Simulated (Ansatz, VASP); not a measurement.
# Sn3Se in VASP and in Ansatz

Contents of INCAR:

```
SYSTEM = Sn3Se
PREC = Accurate ; ENCUT = 520
EDIFF = 1E-6 ; ISMEAR = 0
SIGMA = 0.1 ; LREAL = .FALSE.
LASPH = .TRUE. ; NELM = 100
ALGO = Normal ; ISIF = 2
LWAVE = .FALSE. ; LCHARG = .TRUE.
GGA = PS ; LELF = .TRUE.
LVHAR = .TRUE. ; NBANDS = 32
```

File KPOINTS:

```
regular mesh
0
G
  10 10 10
  0 0 0
```

File POSCAR:

```
Sn3Se
1.0
    4.8174645513      0.0000000000      0.0000000000
    0.0000000000      4.8174645513      0.0000000000
    0.0000000000      0.0000000000      4.8174645513
Sn Se
3 1
Direct
    0.0000000000      0.5000000000      0.5000000000
    0.5000000000      0.0000000000      0.5000000000
    0.5000000000      0.5000000000      0.0000000000
    0.0000000000      0.0000000000      0.0000000000
```

Input for Ansatz:

```yaml
crystal:
  lattice:
    - [4.8174645513, 0.0, 0.0]
    - [0.0, 4.8174645513, 0.0]
    - [0.0, 0.0, 4.8174645513]
  atoms:
    - { symbol: Sn, position: [0.0, 0.5, 0.5] }
    - { symbol: Sn, position: [0.5, 0.0, 0.5] }
    - { symbol: Sn, position: [0.5, 0.5, 0.0] }
    - { symbol: Se, position: [0.0, 0.0, 0.0] }
basis:
  ecutwfc: 420
kpoints:
  mp_grid: { grid: [10, 10, 10] }
hamiltonian:
  xc: pbesol
scf:
  occupations: { method: gaussian, width: 0.1 }
output:
  forces: true
  stress: true
  eigenvalues: true
```

Alike in both runs: task single point; functional PBEsol; k mesh 10 × 10 × 10; occupations gaussian, width 0.1 eV; no spin polarisation.

```csv
,VASP,Ansatz
version,VASP 6.6.1,Ansatz 0.2.0
potentials or method,"VASP PAW PBE potentials, release 64 (Sn_d, Se), cutoff 520 eV","scalar-relativistic, plane waves, PAW"
valence electrons in the cell,48,58
```

VASP gave:

* gap on the k mesh at the Fermi level (eV): none
* pressure (GPa): -4.5

Q: Which values does Ansatz return?

A: gap on the k mesh at the Fermi level (eV): none; pressure (GPa): -4.4.

VASP's potentials were made for PBE, not for PBEsol. A gap of «none» marks a metal or a gap that the smearing closes. VASP's potentials hold 48 valence electrons a cell and Ansatz's 58, so a difference there can come from the potentials and not from the codes.
